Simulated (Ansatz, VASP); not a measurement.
LaSiO: VASP beside Ansatz

```
La Si O
1.0
     4.36887    0.00000    0.00000
     0.00000    4.36887    0.00000
     0.00000    0.00000    3.56286
La Si O
1 1 1
Direct
  0.50000 0.50000 0.00000
  0.00000 0.00000 0.00000
  0.00000 0.00000 0.50000
```

Alike in both runs: task relaxation of cell and atoms; functional PBE; k mesh 4 × 4 × 6; occupations gaussian, width 0.1 eV; no spin polarisation.

```csv
,VASP,Ansatz
version,VASP 6.6.1,Ansatz 0.2.0
potentials or method,"VASP PAW PBE potentials, release 64 (La, Si, O), cutoff 600 eV","scalar-relativistic, plane waves, PAW"
valence electrons in the cell,21,21
```

|  | VASP | Ansatz | Ansatz less VASP |
| --- | --- | --- | --- |
| gap on the k mesh at the Fermi level, each at its own relaxed structure (eV) | none | none | - |
| relaxed volume (Å³/atom) | 22.19 | 22.17 | -0.021 |
| relaxed length of the cell vector where the two differ most in proportion (Å) | 3.786 | 3.778 | -0.0074 |

A gap of «none» marks a metal or a gap that the smearing closes.

Neither program's run includes spin-orbit coupling.
